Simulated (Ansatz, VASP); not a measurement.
Co in VASP and in Ansatz

```
Co
1.0
     2.49304    0.00000    0.00000
    -1.24652    2.15904    0.00000
     0.00000    0.00000   26.09230
Co
6
Direct
  0.83333 0.16667 0.30818
  0.16667 0.83333 0.38320
  0.83333 0.16667 0.46178
  0.16667 0.83333 0.53822
  0.83333 0.16667 0.61680
  0.16667 0.83333 0.69182
```

Alike in both runs: functional PBE; k mesh 15 × 15 × 1; occupations fermi-dirac, width 0.1 eV; collinear spin.

Ansatz relaxed the structure, and its values are those at the end. VASP's run is a single point on that final structure, the one shown.

|  | VASP | Ansatz |
| --- | --- | --- |
| version | VASP 6.6.1 | Ansatz 0.2.0 |
| potentials or method | VASP PAW PBE potentials, release 64 (Co) | PAW with Ansatz's default frozen-core files, scalar-relativistic |
| plane-wave cutoff (eV) | 520 | 420 |
| valence electrons in the cell | 54 | 102 |

|  | VASP | Ansatz | Ansatz less VASP |
| --- | --- | --- | --- |
| rms of the force components (eV/Å) | 0.011 | 0.001 | -0.0102 |
| net moment per atom (μB) | 1.65 | 1.66 | +0.008 |
| size of the moment on the site where the two differ most (μB) | 1.66 | 1.72 | +0.065 |

Site moments also hang on the region over which each program counts them. VASP's potentials hold 54 valence electrons a cell and Ansatz's 102, so a difference there can come from the potentials and not from the codes. Ansatz's warnings: stress scf threshold loose.
